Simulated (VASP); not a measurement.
Write the native input for VASP 6.6.1 that does the following.

- Task: single point
- Functional: RPBE
- Dispersion: D4
- Potentials or basis: VASP PAW PBE potentials, release 64 (Al)
- Cutoff: 520 eV
- k mesh: 11 × 11 × 11
- Occupations: fermi-dirac, width 0.05 eV
- Spin: no spin polarisation
- Dipole correction: no
- Further INCAR settings: ALGO = Fast; EDIFF = 1e-06; NBANDS = 8

The structure of Al lies in POSCAR:

```
Al
1.0
    0.0000000000      2.0514502267      2.0514502267
    2.0514502267      0.0000000000      2.0514502267
    2.0514502267      2.0514502267      0.0000000000
Al
1
Direct
    0.0000000000      0.0000000000      0.0000000000
```

One way to write it, as run:

INCAR

```
  PREC = Accurate
  ENCUT = 520
  EDIFF = 1E-6
  ISMEAR = -1
  SIGMA = 0.05
  LREAL = F
  LASPH = T
  NELM = 60
  ALGO = Fast
  ISIF = 2
  LWAVE = F
  LCHARG = F
  GGA = RP
  IVDW = 13
  NBANDS = 8
```

KPOINTS

```
regular mesh
0
Gamma
  11 11 11
```

Potentials or basis: VASP PAW PBE potentials, release 64 (Al).

The run is started by

```bash
$ cat potpaw_PBE.64/Al/POTCAR > POTCAR
$ mpirun -np 1 vasp_std > vasp.out
```

It gave:

* Pressure: -7.6 GPa
* Dispersion energy per atom: -0.631 eV

Caveat: the PAW data sets were made with another functional, which shifts forces and pressure a little; pairwise dispersion overbinds metals, which lowers pressure and volume.

Run time: 4.2 s on 1 thread of Intel(R) Xeon(R) 6975P-C (Granite Rapids), with other jobs on the host, peak memory 0.13 GiB.
